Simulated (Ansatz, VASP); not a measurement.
**One calculation of WS2, two programs**

File INCAR:

```
PREC = Accurate ; ENCUT = 520
EDIFF = 1E-6 ; ISMEAR = -1
SIGMA = 0.02 ; LREAL = F
LASPH = T ; NELM = 80
ALGO = Normal ; ISIF = 2
LWAVE = F ; LCHARG = F
GGA = PE ; NBANDS = 35
```

The input KPOINTS:

```
Automatic mesh
0
Gamma
  12 12 2
```

The input POSCAR:

```
WS2
1.0
    3.1382468304      0.0000000000      0.0000000000
   -1.5691234152      2.7178014785      0.0000000000
    0.0000000000      0.0000000000     12.3661598469
W S
2 4
Direct
    0.3333333333      0.6666666667      0.2500000000
    0.6666666667      0.3333333333      0.7500000000
    0.6666666667      0.3333333333      0.3771168298
    0.6666666667      0.3333333333      0.1228831702
    0.3333333333      0.6666666667      0.8771168298
    0.3333333333      0.6666666667      0.6228831702
```

Input for Ansatz:

```yaml
crystal:
  lattice:
    - [3.1382468304, 0.0, 0.0]
    - [-1.5691234152, 2.7178014785, 0.0]
    - [0.0, 0.0, 12.3661598469]
  atoms:
    - { symbol: W, position: [0.3333333333, 0.6666666667, 0.25] }
    - { symbol: W, position: [0.6666666667, 0.3333333333, 0.75] }
    - { symbol: S, position: [0.6666666667, 0.3333333333, 0.3771168298] }
    - { symbol: S, position: [0.6666666667, 0.3333333333, 0.1228831702] }
    - { symbol: S, position: [0.3333333333, 0.6666666667, 0.8771168298] }
    - { symbol: S, position: [0.3333333333, 0.6666666667, 0.6228831702] }
kpoints:
  mp_grid: { grid: [12, 12, 2] }
  band_path:
    path:
      - [0.0, 0.0, 0.0]
      - [0.5, 0.0, 0.0]
      - [0.3333333333, 0.3333333333, 0.0]
      - [0.0, 0.0, 0.5]
      - [0.5, 0.0, 0.5]
      - [0.3333333333, 0.3333333333, 0.5]
      - [0.174479, 0.174479, 0.0]
    npoints: 1
hamiltonian:
  xc: pbe
scf:
  occupations: { method: fermi_dirac, width: 0.02 }
  n_extra_bands: 5
output:
  forces: true
  stress: true
  eigenvalues: true
```

Change from the starting cell: hydrostatic strain -1.0%.

Alike in both runs: task single point; functional PBE; k mesh 12 × 12 × 2; occupations fermi-dirac, width 0.02 eV; no spin polarisation.

|  | VASP | Ansatz |
| --- | --- | --- |
| version | VASP 6.6.1 | Ansatz 0.2.0 |
| potentials or method | VASP PAW PBE potentials, release 64 (W_sv, S) | plane waves, PAW |
| plane-wave cutoff (eV) | 520 | 420 |
| valence electrons in the cell | 52 | 52 |

```csv
,VASP,Ansatz,Ansatz less VASP
gap on the k mesh at the Fermi level (eV),1.02,1.00,-0.016
pressure (GPa),5.8,5.9,+0.03
"traceless stress, the component that is largest in VASP (GPa)",-0.66,-0.66,+0.003
rms of the force components (eV/Å),0.103,0.102,-0.0012
```

Atom by atom the forces differ by 0.001 eV/Å (rms over components).

Neither program's run includes spin-orbit coupling.
